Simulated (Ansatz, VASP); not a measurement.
In in VASP and in Ansatz

```
In
1.0
     1.65843    0.95750    8.15238
    -1.65843    0.95750    8.15238
     0.00000   -1.91499    8.15238
In
3
Direct
  0.00000 0.00000 0.00000
  0.77801 0.77801 0.77801
  0.22199 0.22199 0.22199
```

Change from the starting cell: volume scaled by 0.98, crystal datasets.

Alike in both runs: task electric field gradients; functional PBEsol; k mesh 14 × 14 × 14; occupations fermi-dirac, width 0.05 eV; no spin polarisation.

|  | VASP | Ansatz |
| --- | --- | --- |
| version | VASP 6.6.1 | Ansatz 0.2.0 |
| potentials or method | VASP PAW PBE potentials, release 64 (In_d), cutoff 520 eV | all-electron PAW with datasets made for the crystal, scalar-relativistic |

Ansatz gave:

* pressure (GPa): -0.4
* traceless stress, the component that is largest in VASP (GPa): 0.18
* rms of the force components (eV/Å): 0.009
* size of Vzz on the site where it differs most (V/Å²): 4.9

What did VASP give for the same quantities?

Pressure (GPa): -0.4; traceless stress, the component that is largest in VASP (GPa): 0.19; rms of the force components (eV/Å): 0.010; size of Vzz on the site where it differs most (V/Å²): 4.6.

VASP's potentials were made for PBE, not for PBEsol. Atom by atom the forces differ by 0.000 eV/Å (rms over components). Ansatz ran all-electron here, and VASP with PAW potentials.
